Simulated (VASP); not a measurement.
Write the native input for VASP 6.6.1 that does the following.

```
Task                   : relaxation of cell and atoms
Functional             : PBE
Potentials or basis    : VASP PAW PBE potentials, release 64 (Hf_pv, W_sv, S)
Cutoff                 : 600 eV
k mesh                 : 4 × 4 × 4
Occupations            : gaussian, width 0.1 eV
Spin                   : no spin polarisation
Dipole correction      : no
Further INCAR settings : ALGO = Normal; EDIFF = 1e-07; IBRION = 2; EDIFFG = -0.04; NSW = 90; ISIF = 3
```

The structure of HfWS5 lies in POSCAR:

```
HfWS5
1.0
    4.3391516782      0.0000000000      0.0000000000
    0.0000000000      4.3391516782      0.0000000000
    0.0000000000      0.0000000000      6.1726657352
Hf W S
1 1 5
Direct
    0.5000000000      0.5000000000      0.0000000000
    0.0000000000      0.0000000000      0.5000000000
    0.0000000000      0.5000000000      0.2837056647
    0.0000000000      0.5000000000      0.7162943353
    0.5000000000      0.0000000000      0.2837056647
    0.5000000000      0.0000000000      0.7162943353
    0.0000000000      0.0000000000      0.0000000000
```

The cell was built from a structure type or drawn by symmetry, and may not be a known phase.

These files were run (other wordings do the same):

INCAR

```
  PREC = Accurate
  ENCUT = 600
  EDIFF = 1E-7
  ISMEAR = 0
  SIGMA = 0.1
  LREAL = False
  LASPH = True
  NELM = 100
  ALGO = Normal
  ISIF = 3
  LWAVE = False
  LCHARG = False
  GGA = PE
  IBRION = 2
  NSW = 90
  EDIFFG = -0.04
```

KPOINTS

```
Automatic mesh
0
Gamma
  4 4 4
```

Potentials or basis: VASP PAW PBE potentials, release 64 (Hf_pv, W_sv, S).

Launch:

```bash
$ cat potpaw_PBE.64/Hf_pv/POTCAR potpaw_PBE.64/W_sv/POTCAR potpaw_PBE.64/S/POTCAR > POTCAR
$ mpirun -np 1 vasp_std > vasp.out
```

It gave:

| Property | Result |
| --- | --- |
| Relaxed volume | 16.66 Å³/atom |
| Relaxed cell | a = 4.373 Å, b = 4.373 Å, c = 6.098 Å, α = 90.00°, β = 90.00°, γ = 90.00° |
| Space group after relaxing (to 0.1 Å) | P4/mmm (No. 123) |
| Energy gained by relaxing | 2.8 meV/atom |
| Ionic steps | 4 |
| Pressure after relaxing | 0.0 GPa |
| Band gap on the k mesh | zero (bands 27 and 28 overlap by 1.20 eV) |

Caveat: the k points lie up to 0.36 Å⁻¹ apart in the final cell, too coarse for converged energies and pressures of a metal; spin-orbit coupling is left out, which moves the levels of the heavy elements.

It took 11 min on 1 thread of Intel Xeon 8259CL (shared host), peak memory 0.3 GiB.
